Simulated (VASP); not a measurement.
# InP: elastic constants with PBEsol

The system is InP.

```xyz
2
Lattice="2.9393 2.9393 0.0000 -2.9393 2.9393 0.0000 0.0000 2.9393 2.9393" Properties=species:S:1:pos:R:3 pbc="T T T"
In    0.0000    0.0000    0.0000
P     1.4696    4.4089    1.4696
```

| Quantity | Value |
| --- | --- |
| Program | VASP 6.6.1 |
| Task | elastic constants |
| Functional | PBEsol |
| Potentials or basis | VASP PAW PBE potentials, release 64 (In_d, P) |
| Cutoff | 600 eV |
| k mesh | 8 × 8 × 8 |
| Occupations | gaussian, width 0.01 eV |
| Spin | no spin polarisation |
| Dipole correction | no |
| Ions in elastic constants | relaxed |
| Further INCAR settings | ALGO = Normal; EDIFF = 1e-08; NBANDS = 16; IBRION = 6; POTIM = 0.015; NSW = 1; ISIF = 3 |

The elastic constants C11, C12, C44 are 95, 53, 43 GPa, the voigt bulk modulus is 67 GPa and the highest phonon frequency at Γ, LO-TO splitting left out is 295 cm⁻¹.

Phonon frequencies in cm⁻¹ (negative: imaginary):
```
              q point        frequencies
(0.000, 0.000, 0.000)  0 0 0 295 295 295
```

Elastic tensor in Voigt notation (GPa, in the Cartesian axes of the cell as first typed):
```
95 53 53  0  0  0
53 95 53  0  0  0
53 53 95  0  0  0
 0  0  0 43  0  0
 0  0  0  0 43  0
 0  0  0  0  0 43
```

Clamped-ion elastic tensor (GPa):
```
95 53 53  0  0  0
53 95 53  0  0  0
53 53 95  0  0  0
 0  0  0 68  0  0
 0  0  0  0 68  0
 0  0  0  0  0 68
```

Wall time 36 min on 1 thread of Intel Xeon 8259CL, on a shared host, peak memory 0.4 GiB.

Caveat: the PAW data sets were made with another functional, which shifts forces and pressure a little.
